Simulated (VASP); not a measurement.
Write the native input for VASP 6.6.1 that does the following.

- Task: single point
- Functional: PBE
- Potentials or basis: VASP PAW PBE potentials, release 64 (Nb_sv)
- Cutoff: 520 eV
- k mesh: 20 × 20 × 20
- Occupations: gaussian, width 0.15 eV
- Spin: no spin polarisation
- Dipole correction: no
- Further INCAR settings: ALGO = Fast; EDIFF = 1e-06; NBANDS = 12

The structure of Nb lies in POSCAR:

```
Nb
1.0
   -1.6639500000      1.6639500000      1.8303450000
    1.6639500000     -1.6639500000      1.8303450000
    1.6639500000      1.6639500000     -1.8303450000
Nb
1
Direct
    0.0000000000      0.0000000000      0.0000000000
```

This cell differs from its parent crystal: strain +0.1000 x Voigt [0, 0, 1, 0, 0, 0].

One way to write it, as run:

INCAR

```
SYSTEM = Nb
  ALGO = Fast
  EDIFF = 1E-6
  ENCUT = 520
  GGA = PE
  ISIF = 2
  ISMEAR = 0
  LASPH = .TRUE.
  LCHARG = .TRUE.
  LELF = .TRUE.
  LREAL = .FALSE.
  LVHAR = .TRUE.
  LWAVE = .FALSE.
  NBANDS = 12
  NELM = 80
  PREC = Accurate
  SIGMA = 0.15
```

KPOINTS

```
k-points
0
G
  20 20 20
  0 0 0
```

Potentials or basis: VASP PAW PBE potentials, release 64 (Nb_sv).

Command:

```bash
$ cat potpaw_PBE.64/Nb_sv/POTCAR > POTCAR
$ mpirun -np 1 vasp_std > vasp.out
```

It gave:

```
Pressure               : -14.9 GPa
Band gap on the k mesh : zero (an odd number of electrons rules out a gap without spin polarisation)
```

Caveat: the cell differs from its parent crystal (strain +0.1000 x Voigt [0, 0, 1, 0, 0, 0]); the stress differs along the axes, from -20 to -12 GPa.

It took 9.4 min on 1 thread of Intel Xeon 8259CL (shared host), peak memory 0.24 GiB.
